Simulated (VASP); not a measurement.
# InGeCl5 (P4/mmm) in VASP: notebook

The runs below take InGeCl5 through single point, with PBEsol, r2SCAN+rVV10.

Everything below comes from runs of VASP 6.6.1. Logs are shortened: lines on timing, memory, paths and dates and some standing lists are left out, and cuts for length are marked.

## Step 1: The cell of the first run

The structure is tetragonal, space group P4/mmm (No. 123). The conventional cell has a = 4.436 Å, b = 4.436 Å, c = 7.415 Å, α = 90.00°, β = 90.00°, γ = 90.00°. In (site symmetry 4/mmm) has 10 Cl at 2.71 to 3.71 Å within 3.8 Å. Within 4.1 Å of Ge (site symmetry 4/mmm) lie 12 Cl at 3.09 to 3.14 Å. Cl (site symmetry 4/mmm) has 8 Cl at 3.09 Å and 4 Ge at 3.14 Å and 2 In at 3.71 Å within 4.1 Å. Cl (site symmetry 2mm) has 2 In at 2.71 Å and 2 Ge at 3.09 Å and 7 Cl at 3.09 to 3.14 Å within 3.6 Å.

## Step 2: Single point, PBEsol

INCAR

```
SYSTEM = InGeCl5
  PREC = Accurate
  ENCUT = 520
  EDIFF = 1E-6
  ISMEAR = -1
  SIGMA = 0.03
  LREAL = .False.
  LASPH = .True.
  NELM = 60
  ALGO = Normal
  ISIF = 2
  LWAVE = .False.
  LCHARG = .False.
  GGA = PS
  NBANDS = 40
```

KPOINTS

```
Automatic mesh
0
Gamma
  4 4 4
  0 0 0
```

POSCAR

```
InGeCl5
1.0
    4.4362462400      0.0000000000      0.0000000000
    0.0000000000      4.4362462400      0.0000000000
    0.0000000000      0.0000000000      7.4147893031
In Ge Cl
1 1 5
Direct
    0.0000000000      0.0000000000      0.5000000000
    0.5000000000      0.5000000000      0.0000000000
    0.0000000000      0.0000000000      0.0000000000
    0.5000000000      0.0000000000      0.7098631621
    0.0000000000      0.5000000000      0.7098631621
    0.5000000000      0.0000000000      0.2901368379
    0.0000000000      0.5000000000      0.2901368379
```

Potentials or basis: VASP PAW PBE potentials, release 64 (In_d, Ge_d, Cl).

Run with:

```console
$ cat potpaw_PBE.64/In_d/POTCAR potpaw_PBE.64/Ge_d/POTCAR potpaw_PBE.64/Cl/POTCAR > POTCAR
$ mpirun -np 1 vasp_std > vasp.out
```

OUTCAR:

```text
SYSTEM = InGeCl5
   PREC = Accurate
   ENCUT = 520
   EDIFF = 1E-6
   ISMEAR = -1
   LREAL = .False.
   LASPH = .True.
   NELM = 60
   ISIF = 2
   GGA = PS

 ion  position               nearest neighbor table
   1  0.000  0.000  0.500-   4 2.71   5 2.71   6 2.71   7 2.71   5 2.71   7 2.71   4 2.71   6 2.71

   2  0.500  0.500  0.000-
   3  0.000  0.000  0.000-
   4  0.500  0.000  0.710-   1 2.71   1 2.71
   5  0.000  0.500  0.710-   1 2.71   1 2.71
   6  0.500  0.000  0.290-   1 2.71   1 2.71
   7  0.000  0.500  0.290-   1 2.71   1 2.71

  LATTYP: Found a simple tetragonal cell.
 ALAT       =     4.4362462400
 C/A-ratio  =     1.6714106706

  Lattice vectors:

 A1 = (   4.4362462400,   0.0000000000,   0.0000000000)
 A2 = (   0.0000000000,   4.4362462400,   0.0000000000)
 A3 = (   0.0000000000,   0.0000000000,   7.4147893031)

Analysis of symmetry for initial positions (statically):
=====================================================================
 Subroutine PRICEL returns:
 Original cell was already a primitive cell.

 Routine SETGRP: Setting up the symmetry group for a
 simple tetragonal supercell.

 Subroutine GETGRP returns: Found 16 space group operations
 (whereof 16 operations were pure point group operations)
 out of a pool of 16 trial point group operations.

The static configuration has the point symmetry D_4h.

Analysis of symmetry for dynamics (positions and initial velocities):
=====================================================================
 Subroutine PRICEL returns:
 Original cell was already a primitive cell.

 Routine SETGRP: Setting up the symmetry group for a
 simple tetragonal supercell.

 Subroutine GETGRP returns: Found 16 space group operations
 (whereof 16 operations were pure point group operations)
 out of a pool of 16 trial point group operations.

The dynamic configuration has the point symmetry D_4h.

 Subroutine INISYM returns: Found 16 space group operations
 (whereof 16 operations are pure point group operations),
 and found     1 'primitive' translations

----------------------------------------------------------------------------------------

                                     Primitive cell

  volume of cell :     145.9251

  direct lattice vectors                    reciprocal lattice vectors
     4.436246240  0.000000000  0.000000000     0.225415801  0.000000000  0.000000000
     0.000000000  4.436246240  0.000000000     0.000000000  0.225415801  0.000000000
     0.000000000  0.000000000  7.414789303     0.000000000  0.000000000  0.134865599

  length of vectors
     4.436246240  4.436246240  7.414789303     0.225415801  0.225415801  0.134865599

  position of ions in fractional coordinates (direct lattice)
     0.000000000  0.000000000  0.500000000
     0.500000000  0.500000000  0.000000000
     0.000000000  0.000000000  0.000000000
     0.500000000  0.000000000  0.709863162
     0.000000000  0.500000000  0.709863162
     0.500000000  0.000000000  0.290136838
     0.000000000  0.500000000  0.290136838

  ion indices of the primitive-cell ions
   primitive index   ion index
                 1           1
                 2           2
                 3           3
                 4           4
                 5           5
                 6           6
                 7           7

----------------------------------------------------------------------------------------

 KPOINTS: Automatic mesh

Automatic generation of k-mesh.
 Grid dimensions read from file:
 generate k-points for:    4    4    4

 Generating k-lattice:

  Cartesian coordinates                     Fractional coordinates (reciprocal lattice)
     0.056353950  0.000000000  0.000000000     0.250000000  0.000000000  0.000000000
     0.000000000  0.056353950  0.000000000     0.000000000  0.250000000  0.000000000
     0.000000000  0.000000000  0.033716400     0.000000000  0.000000000  0.250000000

  Length of vectors
     0.056353950  0.056353950  0.033716400

  Shift w.r.t. Gamma in fractional coordinates (k-lattice)
     0.000000000  0.000000000  0.000000000

 Subroutine IBZKPT returns following result:
 ===========================================

 Found     18 irreducible k-points:

 Following reciprocal coordinates:
            Coordinates               Weight
  0.000000  0.000000  0.000000      1.000000
  0.250000  0.000000  0.000000      4.000000
  0.500000  0.000000  0.000000      2.000000
  0.250000  0.250000  0.000000      4.000000
  0.500000  0.250000  0.000000      4.000000
  0.500000  0.500000  0.000000      1.000000
[... 10 lines left out ...]
  0.500000  0.250000  0.500000      4.000000
  0.500000  0.500000  0.500000      1.000000
   k-points           NKPTS =     18   k-points in BZ     NKDIM =     18   number of bands    NBANDS=     40
   number of dos      NEDOS =    301   number of ions     NIONS =      7
   total plane-waves  NPLWV =  72576
   dimension x,y,z NGX =    36 NGY =   36 NGZ =   56
   dimension x,y,z NGXF=    72 NGYF=   72 NGZF=  112
   ions per type =               1   1   5
   NGX,Y,Z   is equivalent  to a cutoff of  13.49, 13.49, 12.56 a.u.
   NGXF,Y,Z  is equivalent  to a cutoff of  26.98, 26.98, 25.11 a.u.
 SYSTEM =  InGeCl5
   PREC   = accura    normal or accurate (medium, high low for compatibility)
   ISTART =      0    job   : 0-new  1-cont  2-samecut
   ICHARG =      2    charge: 1-file 2-atom 10-const
   ISPIN  =      1    spin polarized calculation?
   LNONCOLLINEAR =      F non collinear calculations
   LSORBIT =      F    spin-orbit coupling
   LASPH  =      T    aspherical Exc in radial PAW
   ENCUT  =  520.0 eV  38.22 Ry    6.18 a.u.   8.25  8.25 13.79*2*pi/ulx,y,z
   NELM   =     60;   NELMIN=  2; NELMDL= -5     # of ELM steps
   EDIFF  = 0.1E-05   stopping-criterion for ELM
   LREAL  =      F    real-space projection
   EDIFFG = 0.1E-04   stopping-criterion for IOM
   NSW    =      0    number of steps for IOM
   IBRION =     -1    ionic relax: 0-MD 1-quasi-New 2-CG
   NFREE  =      0    steps in history (QN), initial steepest desc. (CG)
   ISIF   =      2    stress and relaxation
   ISYM   =      2    0-nonsym 1-usesym 2-fastsym
   POTIM  = 0.5000    time-step for ionic-motion
   TEBEG  =    0.0;   TEEND  =   0.0 temperature during run
   PSTRESS=    0.0 pullay stress
   NELECT =      62.0000    total number of electrons
   NUPDOWN=      -1.0000    fix difference up-down
   EMIN   =  10.00;   EMAX   =-10.00  energy-range for DOS
   EFERMI =   0.00;   METHOD = LEGACY
   ISMEAR =    -1;   SIGMA  =   0.03  broadening in eV -4-tet -1-fermi 0-gaus
   EFERMI_NEDOS =   21; number of points for ismear=-14 and -15
   IALGO  =     38    algorithm
   IMIX   =      4    mixing-type and parameters
     AMIX     =   0.40;   BMIX     =  1.00
     AMIX_MAG =   1.60;   BMIX_MAG =  1.00
  volume/ion in A,a.u.               =      20.85       140.68
  Fermi-wavevector in a.u.,A,eV,Ry     =   1.230728  2.325738 20.608623  1.514691
  Thomas-Fermi vector in A             =   2.365565
   LORBIT       =      0    0 simple, 1 ext, 2 COOP (PROOUT), +10 PAW based schemes
   GGA     = PS    functional components
   LHFCALC =     F    Hartree Fock is set to
   AEXX    =    0.0000 exact exchange contribution
   IVDW    =     0    specifies the selected vdW correction
   LEPSILON=     F    determine dielectric tensor
   LRPA    =     F    only Hartree local field effects (RPA)
 non-spin polarized calculation
  energy-cutoff  :      520.00
  volume of cell :      145.93
 maximum number of plane-waves:      3956
 NGX is ok and might be reduce to    36
   NGX = 17   NGY = 17   NGZ = 27

 number of electron      61.9999997 magnetization

 Free energy of the ion-electron system (eV)
  ---------------------------------------------------
  ext. energy  EPLUGINS =         0.00000000
  ---------------------------------------------------
  free energy    TOTEN  =       -21.74004499 eV

  energy without entropy =      -21.74004485  energy(sigma->0) =      -21.74004492

 E-fermi :   4.2966     XC(G=0): -10.0844

 val. band max:        3.9130613553   @ k =   0.5000   0.0000   0.0000
 cond. band min:       4.6587042795   @ k =   0.0000   0.0000   0.0000
 fundamental gap:      0.7456429242
 Fermi energy:         4.2965687789

 k-point     1 :       0.0000    0.0000    0.0000
  band No.  band energies     occupation
      1     -21.3704      2.00000
      2     -21.3676      2.00000
      3     -21.3676      2.00000
      4     -21.3648      2.00000
      5     -21.3612      2.00000
      6     -11.6571      2.00000
[... 32 lines left out ...]
     39      10.5237      0.00000
     40      11.2339      0.00000

 k-point     2 :       0.2500    0.0000    0.0000
  band No.  band energies     occupation
      1     -21.3702      2.00000
      2     -21.3679      2.00000
      3     -21.3676      2.00000
      4     -21.3643      2.00000
      5     -21.3614      2.00000
      6     -11.4334      2.00000
[... 32 lines left out ...]
     39      11.3151      0.00000
     40      12.2271      0.00000

 k-point     3 :       0.5000    0.0000    0.0000
  band No.  band energies     occupation
      1     -21.3700      2.00000
      2     -21.3682      2.00000
      3     -21.3676      2.00000
      4     -21.3638      2.00000
      5     -21.3616      2.00000
      6     -11.1341      2.00000
[... 32 lines left out ...]
     39      12.5388      0.00000
     40      13.0787      0.00000

 k-point     4 :       0.2500    0.2500    0.0000
  band No.  band energies     occupation
      1     -21.3700      2.00000
      2     -21.3679      2.00000
      3     -21.3679      2.00000
      4     -21.3638      2.00000
      5     -21.3616      2.00000
      6     -11.2162      2.00000
[... 32 lines left out ...]
     39      11.7186      0.00000
     40      12.3105      0.00000
[... 514 lines left out ...]
     39      11.6228      0.00000
     40      12.6853      0.00000

 k-point    17 :       0.5000    0.2500    0.5000
  band No.  band energies     occupation
      1     -21.3698      2.00000
      2     -21.3682      2.00000
      3     -21.3679      2.00000
      4     -21.3633      2.00000
      5     -21.3619      2.00000
      6     -10.9333      2.00000
[... 32 lines left out ...]
     39      11.9298      0.00000
     40      13.8804      0.00000

 k-point    18 :       0.5000    0.5000    0.5000
  band No.  band energies     occupation
      1     -21.3696      2.00000
      2     -21.3682      2.00000
      3     -21.3682      2.00000
      4     -21.3628      2.00000
      5     -21.3622      2.00000
      6     -10.9114      2.00000
[... 32 lines left out ...]
     39      11.8942      0.00000
     40      14.3688      0.00000

------------------------ aborting loop because EDIFF is reached ----------------------------------------

  FORCE on cell =-STRESS in cart. coord.  units (eV):
  Direction    XX          YY          ZZ          XY          YZ          ZX
  --------------------------------------------------------------------------------------
  -------------------------------------------------------------------------------------
  Total       -0.0093136     -0.0093136     -0.0271041      0.0000000      0.0000000      0.0000000
  in kB       -0.1022583     -0.1022583     -0.2975882      0.0000000      0.0000000      0.0000000
  external PRESSURE =      -0.1673682 kB  Pullay stress =       0.0000000 kB

 VOLUME and BASIS-vectors are now :
 -----------------------------------------------------------------------------
  energy-cutoff  :      520.00
  volume of cell :      145.93
      direct lattice vectors                 reciprocal lattice vectors
     4.436246240  0.000000000  0.000000000     0.225415801  0.000000000  0.000000000
     0.000000000  4.436246240  0.000000000     0.000000000  0.225415801  0.000000000
     0.000000000  0.000000000  7.414789303     0.000000000  0.000000000  0.134865599

 POSITION                                       TOTAL-FORCE (eV/Angst)
 -----------------------------------------------------------------------------------
      0.00000      0.00000      3.70739        -0.000000     -0.000000      0.000000
      2.21812      2.21812      0.00000        -0.000000     -0.000000      0.000000
      0.00000      0.00000      0.00000        -0.000000     -0.000000      0.000000
      2.21812      0.00000      5.26349         0.000000     -0.000000      0.003002
      0.00000      2.21812      5.26349         0.000000      0.000000      0.003002
      2.21812      0.00000      2.15130        -0.000000     -0.000000     -0.003002
      0.00000      2.21812      2.15130        -0.000000      0.000000     -0.003002
 -----------------------------------------------------------------------------------
    total drift:                                0.000000      0.000000      0.000000

  FREE ENERGIE OF THE ION-ELECTRON SYSTEM (eV)
  ---------------------------------------------------
  free  energy   TOTEN  =       -21.7400449916 eV

  energy  without entropy=      -21.7400448468  energy(sigma->0) =      -21.74004492
```

It took 42 s on 1 thread of Intel Xeon 6975P-C (Granite Rapids), shared host; peak memory 0.3 GiB.

What came out:

```yaml
Free_energy: -21.7400 eV
Pressure: 0.0 GPa
Largest_force: 0.003 eV/Å
Band_gap_on_the_k_mesh: 0.75 eV (least direct gap 1.52 eV)
```

Forces on the atoms (eV/Å):
```
In   0.000  0.000  0.000
Ge   0.000  0.000  0.000
Cl   0.000  0.000  0.000
Cl   0.000  0.000  0.003
Cl   0.000  0.000  0.003
Cl   0.000  0.000 -0.003
Cl   0.000  0.000 -0.003
```

Caveat: the PAW data sets were made with another functional, which shifts forces and pressure a little; spin-orbit coupling is left out, which moves the levels of the heavy elements. A k mesh can miss the band edges.

## Step 3: Single point, r2SCAN+rVV10

This run uses another cell than the first one, of 21.41 Å³/atom.

POSCAR

```
InGeCl5
1.0
    4.4444610748      0.0000000000      0.0000000000
    0.0000000000      4.4444610748      0.0000000000
    0.0000000000      0.0000000000      7.5867608169
In Ge Cl
1 1 5
Direct
    0.0000000000      0.0000000000      0.5000000000
    0.5000000000      0.5000000000      0.0000000000
    0.0000000000      0.0000000000      0.0000000000
    0.5000000000      0.0000000000      0.7046295238
    0.0000000000      0.5000000000      0.7046295238
    0.5000000000      0.0000000000      0.2953704762
    0.0000000000      0.5000000000      0.2953704762
```

INCAR.step1

```
ALGO     = Normal         # electronic algorithm
EDIFF    = 1E-4           # SCF threshold, eV
ENCUT    = 520            # plane-wave cutoff, eV
GGA      = PE             # functional
ISMEAR   = -1             # smearing method
LASPH    = T              # aspherical terms in the spheres
LCHARG   = F              # write CHGCAR
LREAL    = F              # projectors in reciprocal space
LWAVE    = T              # write WAVECAR
NBANDS   = 40             # bands
NELM     = 80             # most SCF steps
PREC     = Accurate       # precision mode
SIGMA    = 0.03           # smearing width, eV
```

INCAR.step2

```
ALGO     = Normal         # electronic algorithm
BPARAM   = 11.95        
CPARAM   = 0.0093       
EDIFF    = 1E-6           # SCF threshold, eV
ENCUT    = 520            # plane-wave cutoff, eV
ISIF     = 2              # what is computed and relaxed
ISMEAR   = -1             # smearing method
ISTART   = 1            
IVDW_NL  = 2            
LASPH    = T              # aspherical terms in the spheres
LCHARG   = T              # write CHGCAR
LELF     = T              # ELF
LMIXTAU  = T            
LREAL    = F              # projectors in reciprocal space
LUSE_VDW = T            
LVHAR    = T            
LWAVE    = F              # write WAVECAR
METAGGA  = R2SCAN         # meta-GGA
NBANDS   = 40             # bands
NELM     = 80             # most SCF steps
PREC     = Accurate       # precision mode
SIGMA    = 0.03           # smearing width, eV
```

KPOINTS

```
k-points
0
Gamma
  6 6 4
```

Potentials or basis: VASP PAW PBE potentials, release 64 (In_d, Ge_d, Cl).

Run with:

```console
$ cat potpaw_PBE.64/In_d/POTCAR potpaw_PBE.64/Ge_d/POTCAR potpaw_PBE.64/Cl/POTCAR > POTCAR
$ cp INCAR.step1 INCAR
$ mpirun -np 1 vasp_std > vasp.out
$ cp INCAR.step2 INCAR
$ mpirun -np 1 vasp_std > vasp.out
```

It took 5.4 min on 1 thread of Intel Xeon 6975P-C (Granite Rapids), shared host; peak memory 0.63 GiB.

It converged, with:

```yaml
Free_energy: -69.7724 eV
Pressure: 0.0 GPa
Largest_force: 0.014 eV/Å
Band_gap_on_the_k_mesh: 1.32 eV (least direct gap 1.93 eV)
```

Forces on the atoms (eV/Å):
```
In   0.000  0.000  0.000
Ge   0.000  0.000  0.000
Cl   0.000  0.000  0.000
Cl   0.000  0.000  0.014
Cl   0.000  0.000  0.014
Cl   0.000  0.000 -0.014
Cl   0.000  0.000 -0.014
```

Levels at points of the mesh, in eV from the valence-band top:
```tsv
k point	band 27	band 28	band 29	band 30	band 31	band 32	band 33	band 34	band 35	band 36
(0.00, 0.00, 0.00)	-1.18	-1.04	-0.64	-0.64	-0.61	1.32	2.77	3.50	3.50	5.71
(0.50, 0.00, 0.00)	-1.97	-1.57	-1.42	-0.95	0.00	1.95	2.25	2.95	3.30	7.24
(0.50, 0.50, 0.00)	-0.73	-0.69	-0.61	-0.28	-0.05	2.26	2.95	3.72	3.72	7.67
(0.00, 0.00, 0.50)	-1.34	-1.07	-1.07	-0.73	-0.73	1.66	2.51	3.62	3.62	4.94
(0.50, 0.00, 0.50)	-2.18	-1.45	-1.00	-0.40	-0.22	2.38	2.65	2.86	2.99	6.88
(0.50, 0.50, 0.50)	-0.62	-0.27	-0.23	-0.23	-0.06	2.48	2.88	3.95	3.95	7.24
```

Caveat: the PAW data sets were made with another functional, which shifts forces and pressure a little; spin-orbit coupling is left out, which moves the levels of the heavy elements. A k mesh can miss the band edges.

## Step 4: Single point, r2SCAN+rVV10

This run uses another cell than the first one, of 21.41 Å³/atom.

POSCAR is that of step 3.

INCAR.step1

```
SYSTEM = InGeCl5
PREC = Accurate
ENCUT = 520
ISMEAR = -1
SIGMA = 0.03
LREAL = .FALSE.
LASPH = .TRUE.
NELM = 60
NBANDS = 40
GGA = PE
ALGO = Normal
EDIFF = 1E-4
LWAVE = .TRUE.
LCHARG = .FALSE.
```

INCAR.step2

```
SYSTEM = InGeCl5
PREC = Accurate
ENCUT = 520
EDIFF = 1E-7
ISMEAR = -1
SIGMA = 0.03
LREAL = .FALSE.
LASPH = .TRUE.
NELM = 60
ALGO = Normal
ISIF = 2
LWAVE = .FALSE.
LCHARG = .TRUE.
METAGGA = R2SCAN
LMIXTAU = .TRUE.
LUSE_VDW = .TRUE.
IVDW_NL = 2
BPARAM = 11.95
CPARAM = 0.0093
LELF = .TRUE.
LVHAR = .TRUE.
NBANDS = 40
ISTART = 1
```

KPOINTS

```
regular mesh
0
G
  6 6 4
  0 0 0
```

Run with:

```console
$ cat potpaw_PBE.64/In_d/POTCAR potpaw_PBE.64/Ge_d/POTCAR potpaw_PBE.64/Cl/POTCAR > POTCAR
$ cp INCAR.step1 INCAR
$ mpirun -np 1 vasp_std > vasp.out
$ cp INCAR.step2 INCAR
$ mpirun -np 1 vasp_std > vasp.out
```

Run time: 6.1 min. Hardware: 1 thread of Intel Xeon 6975P-C (Granite Rapids), shared host; peak memory 0.64 GiB.

It converged, with:

```yaml
Free_energy: -69.7724 eV
Pressure: 0.0 GPa
Largest_force: 0.014 eV/Å
Band_gap_on_the_k_mesh: 1.32 eV (least direct gap 1.93 eV)
```

Forces on the atoms (eV/Å):
```
In   0.000  0.000  0.000
Ge   0.000  0.000  0.000
Cl   0.000  0.000  0.000
Cl   0.000  0.000  0.014
Cl   0.000  0.000  0.014
Cl   0.000  0.000 -0.014
Cl   0.000  0.000 -0.014
```

Levels at points of the mesh, in eV from the valence-band top:
```tsv
k point	band 29	band 30	band 31	band 32	band 33	band 34
(0.00, 0.00, 0.00)	-0.64	-0.64	-0.61	1.32	2.77	3.50
(0.50, 0.00, 0.00)	-1.42	-0.95	0.00	1.95	2.25	2.95
(0.50, 0.50, 0.00)	-0.61	-0.28	-0.05	2.26	2.95	3.72
(0.00, 0.00, 0.50)	-1.07	-0.73	-0.73	1.66	2.51	3.62
(0.50, 0.00, 0.50)	-1.00	-0.40	-0.22	2.38	2.65	2.86
(0.50, 0.50, 0.50)	-0.23	-0.23	-0.06	2.48	2.88	3.95
```

Caveat: the PAW data sets were made with another functional, which shifts forces and pressure a little; spin-orbit coupling is left out, which moves the levels of the heavy elements. A k mesh can miss the band edges.
